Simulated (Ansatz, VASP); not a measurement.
Two plane-wave programs on AlCu3

Contents of INCAR:

```
SYSTEM = AlCu3
  ALGO = Normal
  EDIFF = 1E-7
  ENCUT = 520
  GGA = PS
  ISIF = 2
  ISMEAR = 0
  LASPH = .True.
  LCHARG = .False.
  LREAL = .False.
  LWAVE = .False.
  NBANDS = 26
  NELM = 100
  PREC = Accurate
  SIGMA = 0.1
```

The input KPOINTS:

```
k-points
0
Gamma
  12 12 12
  0 0 0
```

POSCAR

```
AlCu3
1.0
    3.4803632023      0.0000000000      0.0000000000
    0.0000000000      3.4803632023      0.0000000000
    0.0000000000      0.0000000000      3.4803632023
Al Cu
1 3
Direct
    0.0000000000      0.0000000000      0.0000000000
    0.5000000000      0.5000000000      0.0000000000
    0.5000000000      0.0000000000      0.5000000000
    0.0000000000      0.5000000000      0.5000000000
```

Input for Ansatz:

```yaml
crystal:
  lattice:
    - [3.4803632023, 0.0, 0.0]
    - [0.0, 3.4803632023, 0.0]
    - [0.0, 0.0, 3.4803632023]
  atoms:
    - { symbol: Al, position: [0.0, 0.0, 0.0] }
    - { symbol: Cu, position: [0.5, 0.5, 0.0] }
    - { symbol: Cu, position: [0.5, 0.0, 0.5] }
    - { symbol: Cu, position: [0.0, 0.5, 0.5] }
basis:
  ecutwfc: 420
kpoints:
  mp_grid: { grid: [12, 12, 12] }
hamiltonian:
  xc: pbesol
scf:
  occupations: { method: gaussian, width: 0.1 }
output:
  forces: true
  stress: true
  eigenvalues: true
```

Alike in both runs: task single point; functional PBEsol; k mesh 12 × 12 × 12; occupations gaussian, width 0.1 eV; no spin polarisation.

```csv
,VASP,Ansatz
version,VASP 6.6.1,Ansatz 0.2.0
potentials or method,"VASP PAW PBE potentials, release 64 (Al, Cu), cutoff 520 eV","scalar-relativistic, plane waves, PAW"
valence electrons in the cell,36,60
```

|  | VASP | Ansatz | Ansatz less VASP |
| --- | --- | --- | --- |
| gap on the k mesh at the Fermi level (eV) | none | none | - |
| pressure (GPa) | 26.8 | 26.3 | -0.54 |

VASP's potentials were made for PBE, not for PBEsol. A gap of «none» marks a metal or a gap that the smearing closes. VASP's potentials hold 36 valence electrons a cell and Ansatz's 60, so a difference there can come from the potentials and not from the codes.
